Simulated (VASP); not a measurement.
A run of VASP 6.6.1 is set up as follows.

The input INCAR:

```
SYSTEM = Rb
ALGO = Fast ; EDIFF = 1E-6
ENCUT = 520 ; GGA = CA
ISIF = 2 ; ISMEAR = 0
LASPH = .True. ; LCHARG = .False.
LREAL = .False. ; LWAVE = .False.
NBANDS = 10 ; NELM = 60
PREC = Accurate ; SIGMA = 0.15
```

The input KPOINTS:

```
k-points
0
Gamma
  14 14 14
  0 0 0
```

The input POSCAR:

```
Rb
1.0
   -2.7803710279      2.7803710279      2.3944555292
    2.7803710279     -2.7803710279      2.3944555292
    2.7803710279      2.7803710279     -2.3944555292
Rb
1
Direct
    0.0000000000      0.0000000000      0.0000000000
```

Potentials or basis: VASP PAW LDA potentials, release 64 (Rb_sv).

Command:

```sh
$ cat potpaw_LDA.64/Rb_sv/POTCAR > POTCAR
$ mpirun -np 1 vasp_std > vasp.out
```

Task: Predict the band gap on the k mesh.

Result: Zero (an odd number of electrons rules out a gap without spin polarisation).

Task: Estimate the pressure.

Result: 0.2 GPa.

Stress tensor (GPa, compression positive):
```
0.13 0.00 0.00
0.00 0.13 0.00
0.00 0.00 0.35
```
